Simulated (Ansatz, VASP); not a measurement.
## One calculation of NaCl, two programs

```
Na Cl
1.0
     0.00000    2.75990    2.75990
     2.75990    0.00000    2.75990
     2.75990    2.75990    0.00000
Na Cl
1 1
Direct
  0.00000 0.00000 0.00000
  0.50000 0.50000 0.50000
```

Alike in both runs: task single point; functional PBE; k mesh 8 × 8 × 8; occupations gaussian, width 0.02 eV; no spin polarisation.

|  | VASP | Ansatz |
| --- | --- | --- |
| version | VASP 6.6.1 | Ansatz 0.2.0 |
| potentials or method | VASP PAW PBE potentials, release 64 (Na_pv, Cl), cutoff 520 eV | scalar-relativistic, plane waves, PAW |
| valence electrons in the cell | 14 | 16 |

|  | VASP | Ansatz | Ansatz less VASP |
| --- | --- | --- | --- |
| gap on the k mesh at the Fermi level (eV) | 5.37 | 5.37 | 0.000 |
| least direct gap on the mesh (eV) | 5.37 | 5.37 | 0.000 |
| pressure (GPa) | 2.8 | 2.8 | +0.02 |

With one functional, cell and mesh, what is left measures potentials, basis and numerics. VASP's potentials hold 14 valence electrons a cell and Ansatz's 16, so a difference there can come from the potentials and not from the codes.
